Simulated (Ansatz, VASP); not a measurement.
## Two plane-wave programs on TiTeAs3

Contents of INCAR:

```
SYSTEM = TiTeAs3
PREC     = Accurate       ! precision mode
ENCUT    = 600            ! plane-wave cutoff, eV
EDIFF    = 1E-6           ! SCF threshold, eV
ISMEAR   = 0              ! smearing method
SIGMA    = 0.1            ! smearing width, eV
LREAL    = .False.        ! projectors in reciprocal space
LASPH    = .True.         ! aspherical terms in the spheres
NELM     = 60             ! most SCF steps
ALGO     = Normal         ! electronic algorithm
ISIF     = 3              ! what is computed and relaxed
LWAVE    = .False.        ! write WAVECAR
LCHARG   = .False.        ! write CHGCAR
GGA      = PE             ! functional
IBRION   = 2              ! ionic algorithm
NSW      = 100            ! ionic steps
EDIFFG   = -0.01          ! ionic threshold
```

The input KPOINTS:

```
Automatic mesh
0
Gamma
  12 12 6
  0 0 0
```

POSCAR

```
TiTeAs3
1.0
    4.6347561431      0.0000000000      0.0000000000
   -2.3173780715      4.0138165602      0.0000000000
    0.0000000000      0.0000000000      5.9473755784
Ti Te As
1 1 3
Direct
    0.3333333333      0.6666666667      0.5000000000
    0.6666666667      0.3333333333      0.0000000000
    0.0000000000      0.0000000000      0.7171573949
    0.0000000000      0.0000000000      0.2828426051
    0.6666666667      0.3333333333      0.5000000000
```

Input for Ansatz:

```yaml
crystal:
  lattice:
    - [4.6347561463, 0.0, 0.0]
    - [-2.3173780732, 4.013816563, 0.0]
    - [0.0, 0.0, 5.9473756719]
  atoms:
    - { symbol: Ti, position: [0.3333333333, 0.6666666667, 0.5] }
    - { symbol: Te, position: [0.6666666667, 0.3333333333, 0.0] }
    - { symbol: As, position: [0.0, 0.0, 0.7171573927] }
    - { symbol: As, position: [0.0, 0.0, 0.2828426073] }
    - { symbol: As, position: [0.6666666667, 0.3333333333, 0.5] }
basis:
  ecutwfc: 420
kpoints:
  mp_grid: { grid: [12, 12, 6] }
hamiltonian:
  xc: pbe
scf:
  occupations: { method: gaussian, width: 0.1 }
output:
  forces: true
  stress: true
  eigenvalues: true
relax:
  adjacent_minimum: "off"
  f_tol: 0.01
  max_steps: 80
  cell: { stress_tol: 0.05 }
```

Change from the starting cell: species swapped into the GaNi3As type (P-6m2, No. 187).

Alike in both runs: task relaxation of cell and atoms; functional PBE; k mesh 12 × 12 × 6; occupations gaussian, width 0.1 eV; no spin polarisation.

|  | VASP | Ansatz |
| --- | --- | --- |
| version | VASP 6.6.1 | Ansatz 0.2.0 |
| potentials or method | VASP PAW PBE potentials, release 64 (Ti_sv, Te, As), cutoff 600 eV | scalar-relativistic, plane waves, PAW |
| valence electrons in the cell | 33 | 73 |

|  | VASP | Ansatz | Ansatz less VASP |
| --- | --- | --- | --- |
| gap on the k mesh at the Fermi level, each at its own relaxed structure (eV) | none | none | - |
| relaxed volume (Å³/atom) | 22.24 | 22.25 | +0.010 |
| relaxed cell length with the largest relative difference (Å) | 6.048 | 6.052 | +0.0041 |

A gap of «none» marks a metal or a gap that the smearing closes. VASP's potentials hold 33 valence electrons a cell and Ansatz's 73, so a difference there can come from the potentials and not from the codes.

Neither program's run includes spin-orbit coupling.
